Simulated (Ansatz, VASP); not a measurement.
# Two plane-wave programs on Sc2PdF6

```
Sc Pd F
1.0
     0.00000    3.81060    3.81060
     3.81060    0.00000    3.81060
     3.81060    3.81060    0.00000
Sc Pd F
2 1 6
Direct
  0.25000 0.25000 0.25000
  0.75000 0.75000 0.75000
  0.00000 0.00000 0.00000
  0.75000 0.25000 0.25000
  0.25000 0.75000 0.75000
  0.25000 0.75000 0.25000
  0.75000 0.25000 0.75000
  0.25000 0.25000 0.75000
  0.75000 0.75000 0.25000
```

Change from the starting cell: ordered vacancies on the cation sites of perovskite (Fm-3m, No. 225).

Alike in both runs: task single point; functional PBE; k mesh 4 × 4 × 4; occupations gaussian, width 0.1 eV; no spin polarisation.

```csv
,VASP,Ansatz
version,VASP 6.6.1,Ansatz 0.2.0
potentials or method,"VASP PAW PBE potentials, release 64 (Sc_sv, Pd, F), cutoff 520 eV","scalar-relativistic, plane waves, PAW"
valence electrons in the cell,74,82
```

|  | VASP | Ansatz | Ansatz less VASP |
| --- | --- | --- | --- |
| gap on the k mesh at the Fermi level (eV) | none | none | - |
| pressure (GPa) | 19.6 | 19.4 | -0.26 |

A gap of «none» marks a metal or a gap that the smearing closes. The functional is the same, so the differences come from potentials, cutoffs and numerics. VASP's potentials hold 74 valence electrons a cell and Ansatz's 82, so a difference there can come from the potentials and not from the codes.
